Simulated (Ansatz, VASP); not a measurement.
Mo in VASP and in Ansatz

The input INCAR:

```
  PREC = Accurate
  ENCUT = 520
  EDIFF = 1E-6
  ISMEAR = -1
  SIGMA = 0.1
  LREAL = False
  LASPH = True
  NELM = 60
  ALGO = Normal
  ISIF = 2
  LWAVE = False
  LCHARG = False
  GGA = PE
  NBANDS = 13
```

Contents of KPOINTS:

```
regular mesh
0
Gamma
  13 13 13
```

The input POSCAR:

```
Mo
1.0
   -1.5593078497      1.5593078497      1.5593078497
    1.5593078497     -1.5593078497      1.5593078497
    1.5593078497      1.5593078497     -1.5593078497
Mo
1
Direct
    0.0000000000      0.0000000000      0.0000000000
```

Input for Ansatz:

```yaml
crystal:
  lattice:
    - [-1.5593078496710957, 1.5593078496710957, 1.5593078496710957]
    - [1.5593078496710957, -1.5593078496710957, 1.5593078496710957]
    - [1.5593078496710957, 1.5593078496710957, -1.5593078496710957]
  atoms:
    - { symbol: Mo, position: [0.0, 0.0, 0.0] }
basis:
  ecutwfc: 500.0
kpoints:
  mp_grid:
    grid: [13, 13, 13]
hamiltonian:
  xc: pbe
scf:
  convergence:
    dr2_threshold: 1.0e-10
  occupations:
    method: fermi_dirac
    width: 0.1
output:
  stress: true
```

Alike in both runs: task single point; functional PBE; k mesh 13 × 13 × 13; occupations fermi-dirac, width 0.1 eV; no spin polarisation.

|  | VASP | Ansatz |
| --- | --- | --- |
| version | VASP 6.6.1 | Ansatz 0.2.0 |
| potentials or method | VASP PAW PBE potentials, release 64 (Mo_sv), cutoff 520 eV | plane waves, PAW |
| valence electrons in the cell | 14 | 14 |

|  | VASP | Ansatz | Ansatz less VASP |
| --- | --- | --- | --- |
| pressure (GPa) | 11.8 | 11.2 | -0.62 |
